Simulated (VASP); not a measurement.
# SrO (Fm-3m) in VASP: a series of runs, part 2 of 2

VASP 6.6.1. The steps go on from the part before.

### 3 Density of states, PBE

This run uses another cell than the first one, of 16.97 Å³/atom, 0.943 times its volume.

File POSCAR:

```
SrO
1.0
    0.0000000000      2.5698000000      2.5698000000
    2.5698000000      0.0000000000      2.5698000000
    2.5698000000      2.5698000000      0.0000000000
Sr O
1 1
Direct
    0.0000000000      0.0000000000      0.0000000000
    0.5000000000      0.5000000000      0.5000000000
```

File INCAR.step1:

```
SYSTEM = SrO
PREC     = Accurate       ! precision mode
ENCUT    = 520            ! plane-wave cutoff, eV
EDIFF    = 1E-6           ! SCF threshold, eV
ISMEAR   = -1             ! smearing method
SIGMA    = 0.02           ! smearing width, eV
LREAL    = .FALSE.        ! projectors in reciprocal space
LASPH    = .TRUE.         ! aspherical terms in the spheres
NELM     = 80             ! most SCF steps
ALGO     = Normal         ! electronic algorithm
ISIF     = 2              ! what is computed and relaxed
LWAVE    = .FALSE.        ! write WAVECAR
LCHARG   = .TRUE.         ! write CHGCAR
GGA      = PE             ! functional
NBANDS   = 15             ! bands
```

File KPOINTS.step1:

```
regular mesh
0
G
  8 8 8
  0 0 0
```

File INCAR.step2:

```
SYSTEM = SrO
PREC     = Accurate       ! precision mode
ENCUT    = 520            ! plane-wave cutoff, eV
EDIFF    = 1E-6           ! SCF threshold, eV
ISMEAR   = -5             ! smearing method
SIGMA    = 0.02           ! smearing width, eV
LREAL    = .FALSE.        ! projectors in reciprocal space
LASPH    = .TRUE.         ! aspherical terms in the spheres
NELM     = 80             ! most SCF steps
ALGO     = Normal         ! electronic algorithm
ISIF     = 2              ! what is computed and relaxed
LWAVE    = .FALSE.        ! write WAVECAR
LCHARG   = .FALSE.        ! write CHGCAR
GGA      = PE             ! functional
LORBIT   = 11             ! projections on sites
NEDOS    = 1001           ! points of the DOS
ICHARG   = 11             ! starting density
```

File KPOINTS.step2:

```
regular mesh
0
G
  12 12 12
  0 0 0
```

Potentials or basis: VASP PAW PBE potentials, release 64 (Sr_sv, O).

The run is started by

```bash
$ cat potpaw_PBE.64/Sr_sv/POTCAR potpaw_PBE.64/O/POTCAR > POTCAR
$ cp INCAR.step1 INCAR
$ cp KPOINTS.step1 KPOINTS
$ mpirun -np 1 vasp_std > vasp.out
$ cp INCAR.step2 INCAR
$ cp KPOINTS.step2 KPOINTS
$ mpirun -np 1 vasp_std > vasp.out
```

OUTCAR:

```text
SYSTEM = SrO
   PREC = Accurate
   ENCUT = 520
   EDIFF = 1E-6
   ISMEAR = -5
   LREAL = .FALSE.
   LASPH = .TRUE.
   NELM = 80
   ISIF = 2
   GGA = PE
   LORBIT = 11
   ICHARG = 11

 ion  position               nearest neighbor table
   1  0.000  0.000  0.000-   2 2.57   2 2.57   2 2.57   2 2.57   2 2.57   2 2.57
   2  0.500  0.500  0.500-   1 2.57   1 2.57   1 2.57   1 2.57   1 2.57   1 2.57

  LATTYP: Found a face centered cubic cell.
 ALAT       =     5.1396000000

  Lattice vectors:

 A1 = (   0.0000000000,   2.5698000000,   2.5698000000)
 A2 = (   2.5698000000,   0.0000000000,   2.5698000000)
 A3 = (   2.5698000000,   2.5698000000,   0.0000000000)

Analysis of symmetry for initial positions (statically):
=====================================================================
 Subroutine PRICEL returns:
 Original cell was already a primitive cell.

 Routine SETGRP: Setting up the symmetry group for a
 face centered cubic supercell.

 Subroutine GETGRP returns: Found 48 space group operations
 (whereof 48 operations were pure point group operations)
 out of a pool of 48 trial point group operations.

The static configuration has the point symmetry O_h .

Analysis of symmetry for dynamics (positions and initial velocities):
=====================================================================
 Subroutine PRICEL returns:
 Original cell was already a primitive cell.

 Routine SETGRP: Setting up the symmetry group for a
 face centered cubic supercell.

 Subroutine GETGRP returns: Found 48 space group operations
 (whereof 48 operations were pure point group operations)
 out of a pool of 48 trial point group operations.

The dynamic configuration has the point symmetry O_h .

 Subroutine INISYM returns: Found 48 space group operations
 (whereof 48 operations are pure point group operations),
 and found     1 'primitive' translations

----------------------------------------------------------------------------------------

                                     Primitive cell

  volume of cell :      33.9413

  direct lattice vectors                    reciprocal lattice vectors
     0.000000000  2.569800000  2.569800000    -0.194567671  0.194567671  0.194567671
     2.569800000  0.000000000  2.569800000     0.194567671 -0.194567671  0.194567671
     2.569800000  2.569800000  0.000000000     0.194567671  0.194567671 -0.194567671

  length of vectors
     3.634246013  3.634246013  3.634246013     0.337001091  0.337001091  0.337001091

  position of ions in fractional coordinates (direct lattice)
     0.000000000  0.000000000  0.000000000
     0.500000000  0.500000000  0.500000000

  ion indices of the primitive-cell ions
   primitive index   ion index
                 1           1
                 2           2

----------------------------------------------------------------------------------------

 KPOINTS: regular mesh

Automatic generation of k-mesh.
 Grid dimensions read from file:
 generate k-points for:   12   12   12

 Generating k-lattice:

  Cartesian coordinates                     Fractional coordinates (reciprocal lattice)
    -0.016213973  0.016213973  0.016213973     0.083333333  0.000000000  0.000000000
     0.016213973 -0.016213973  0.016213973     0.000000000  0.083333333  0.000000000
     0.016213973  0.016213973 -0.016213973     0.000000000  0.000000000  0.083333333

  Length of vectors
[... 41 lines left out ...]
   total plane-waves  NPLWV =  21952
   dimension x,y,z NGX =    28 NGY =   28 NGZ =   28
   dimension x,y,z NGXF=    56 NGYF=   56 NGZF=   56
   ions per type =               1   1
   NGX,Y,Z   is equivalent  to a cutoff of  12.81, 12.81, 12.81 a.u.
   NGXF,Y,Z  is equivalent  to a cutoff of  25.62, 25.62, 25.62 a.u.
 SYSTEM =  SrO
   PREC   = accura    normal or accurate (medium, high low for compatibility)
   ISTART =      0    job   : 0-new  1-cont  2-samecut
   ICHARG =     11    charge: 1-file 2-atom 10-const
   ISPIN  =      1    spin polarized calculation?
   LNONCOLLINEAR =      F non collinear calculations
   LSORBIT =      F    spin-orbit coupling
   LASPH  =      T    aspherical Exc in radial PAW
   ENCUT  =  520.0 eV  38.22 Ry    6.18 a.u.   6.76  6.76  6.76*2*pi/ulx,y,z
   NELM   =     80;   NELMIN=  2; NELMDL=  0     # of ELM steps
   EDIFF  = 0.1E-05   stopping-criterion for ELM
   LREAL  =      F    real-space projection
   EDIFFG = 0.1E-04   stopping-criterion for IOM
   NSW    =      0    number of steps for IOM
   IBRION =     -1    ionic relax: 0-MD 1-quasi-New 2-CG
   NFREE  =      0    steps in history (QN), initial steepest desc. (CG)
   ISIF   =      2    stress and relaxation
   ISYM   =      2    0-nonsym 1-usesym 2-fastsym
   POTIM  = 0.5000    time-step for ionic-motion
   TEBEG  =    0.0;   TEEND  =   0.0 temperature during run
   PSTRESS=    0.0 pullay stress
   NELECT =      16.0000    total number of electrons
   NUPDOWN=      -1.0000    fix difference up-down
   EMIN   =  10.00;   EMAX   =-10.00  energy-range for DOS
   EFERMI =   0.00;   METHOD = LEGACY
   ISMEAR =    -5;   SIGMA  =   0.02  broadening in eV -4-tet -1-fermi 0-gaus
   EFERMI_NEDOS =   21; number of points for ismear=-14 and -15
   IALGO  =     38    algorithm
   IMIX   =      4    mixing-type and parameters
     AMIX     =   0.40;   BMIX     =  1.00
     AMIX_MAG =   1.60;   BMIX_MAG =  1.00
  volume/ion in A,a.u.               =      16.97       114.52
  Fermi-wavevector in a.u.,A,eV,Ry     =   1.274106  2.407711 22.086959  1.623346
  Thomas-Fermi vector in A             =   2.406892
   LORBIT       =     11    0 simple, 1 ext, 2 COOP (PROOUT), +10 PAW based schemes
   GGA     = PE    functional components
   LHFCALC =     F    Hartree Fock is set to
   AEXX    =    0.0000 exact exchange contribution
   IVDW    =     0    specifies the selected vdW correction
   LEPSILON=     F    determine dielectric tensor
   LRPA    =     F    only Hartree local field effects (RPA)
 non-spin polarized calculation
 Fermi weights with tetrahedron method with Bloechl corrections
  energy-cutoff  :      520.00
  volume of cell :       33.94
 maximum number of plane-waves:       941

 number of electron      15.9999997 magnetization

 Free energy of the ion-electron system (eV)
  ---------------------------------------------------
  ext. energy  EPLUGINS =         0.00000000
  ---------------------------------------------------
  free energy    TOTEN  =       -12.04037566 eV

  energy without entropy =      -12.04037566  energy(sigma->0) =      -12.04037566

 E-fermi :   1.7125     XC(G=0): -10.0330

 val. band max:        1.6700110916   @ k =   0.0000   0.0000   0.0000
 cond. band min:       4.9341924981   @ k =   0.5000   0.5000   0.0000
 fundamental gap:      3.2641814065
 Fermi energy:         1.7125356712

 k-point     1 :       0.0000    0.0000    0.0000
  band No.  band energies     occupation
      1     -30.7141      2.00000
      2     -13.4224      2.00000
      3     -12.3505      2.00000
      4     -12.3505      2.00000
      5     -12.3505      2.00000
      6       1.6700      2.00000
      7       1.6700      2.00000
      8       1.6700      2.00000
      9       5.6632      0.00000
     10       7.8840      0.00000
     11       7.8840      0.00000
     12       7.8840      0.00000
[... 331 lines left out ...]
 k-point    24 :      -0.4167    0.1667    0.0000
  band No.  band energies     occupation
      1     -30.5625      2.00000
      2     -14.7521      2.00000
      3     -12.6635      2.00000
      4     -12.4755      2.00000
      5     -11.3893      2.00000
      6      -0.1247      2.00000
      7       0.6462      2.00000
      8       0.8161      2.00000
      9       8.1500      0.00000
     10       8.8466      0.00000
     11      10.6757      0.00000
     12      11.0855      0.00000

 [... further k-points ...]
[... 5 lines left out ...]
  --------------------------------------------------------------------------------------
  -------------------------------------------------------------------------------------
  Total        0.7435932      0.7435932      0.7435932      0.0000000     -0.0000000      0.0000000
  in kB       35.1008815     35.1008815     35.1008815      0.0000000     -0.0000000      0.0000000
  external PRESSURE =      35.1008815 kB  Pullay stress =       0.0000000 kB

 VOLUME and BASIS-vectors are now :
 -----------------------------------------------------------------------------
  energy-cutoff  :      520.00
  volume of cell :       33.94
      direct lattice vectors                 reciprocal lattice vectors
     0.000000000  2.569800000  2.569800000    -0.194567671  0.194567671  0.194567671
     2.569800000  0.000000000  2.569800000     0.194567671 -0.194567671  0.194567671
     2.569800000  2.569800000  0.000000000     0.194567671  0.194567671 -0.194567671

 POSITION                                       TOTAL-FORCE (eV/Angst)
 -----------------------------------------------------------------------------------
      0.00000      0.00000      0.00000         0.000000     -0.000000      0.000000
      2.56980      2.56980      2.56980        -0.000000      0.000000     -0.000000
 -----------------------------------------------------------------------------------
    total drift:                                0.000000      0.000000      0.000000

  FREE ENERGIE OF THE ION-ELECTRON SYSTEM (eV)
  ---------------------------------------------------
  free  energy   TOTEN  =       -12.0403756604 eV

  energy  without entropy=      -12.0403756604  energy(sigma->0) =      -12.04037566

 total charge

# of ion       s       p       d       tot
------------------------------------------
    1        2.017   5.815   0.259   8.091
    2        1.552   3.424   0.000   4.976
--------------------------------------------------
tot          3.569   9.239   0.259  13.067
```

Wall time 14 s (1 thread of Intel Xeon 6975P-C (Granite Rapids), shared host); peak memory 0.17 GiB.

What came out:

| Quantity | Value |
| --- | --- |
| Valence electrons inside the program's atomic spheres | Sr 8.09; O 4.98 |

Levels at points of the mesh, in eV from the valence-band top:
```csv
k point,band 5,band 6,band 7,band 8,band 9,band 10,band 11,band 12
"(0.00, 0.00, 0.00)",-14.02,0.00,0.00,0.00,3.99,6.21,6.21,6.21
"(0.50, 0.00, 0.00)",-12.83,-2.17,-1.14,-1.14,6.56,8.47,8.86,8.86
"(0.50, 0.50, 0.00)",-14.39,-0.43,-0.09,-0.09,3.26,7.81,10.18,10.40
```
